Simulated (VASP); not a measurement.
Set up this calculation in VASP 6.6.1, as the native input.

```yaml
Task: single point
Functional: PBE
Potentials_or_basis: VASP PAW PBE potentials, release 64 (Be, Cd)
Cutoff: 520 eV
k_mesh: 6 × 6 × 6
Occupations: gaussian, width 0.1 eV
Spin: no spin polarisation
Dipole_correction: no
Further_INCAR_settings: ALGO = Normal; EDIFF = 1e-07; NBANDS = 15
```

The structure of Be2Cd lies in POSCAR:

```
Be2Cd
1.0
    3.3950345151      0.0000000000      0.0000000000
   -1.6975172575      2.9401861368      0.0000000000
    0.0000000000      0.0000000000      3.6657349416
Be Cd
2 1
Direct
    0.3333333333      0.6666666667      0.5000000000
    0.6666666667      0.3333333333      0.5000000000
    0.0000000000      0.0000000000      0.0000000000
```

One way to write it, as run:

INCAR

```
PREC = Accurate
ENCUT = 520
EDIFF = 1E-7
ISMEAR = 0
SIGMA = 0.1
LREAL = F
LASPH = T
NELM = 80
ALGO = Normal
ISIF = 2
LWAVE = F
LCHARG = F
GGA = PE
NBANDS = 15
```

KPOINTS

```
regular mesh
0
Gamma
  6 6 6
```

Potentials or basis: VASP PAW PBE potentials, release 64 (Be, Cd).

Run with:

```console
$ cat potpaw_PBE.64/Be/POTCAR potpaw_PBE.64/Cd/POTCAR > POTCAR
$ mpirun -np 1 vasp_std > vasp.out
```

It gave:

The pressure is 16.8 GPa and the band gap on the k mesh is zero (bands 8 and 9 overlap by 4.27 eV).

Caveat: the stress differs along the axes, from 6 to 22 GPa.

It took 23 s on 1 thread of Intel(R) Xeon(R) Platinum 8375C CPU @ 2.90GHz (Ice Lake) (shared host), peak memory 0.16 GiB.
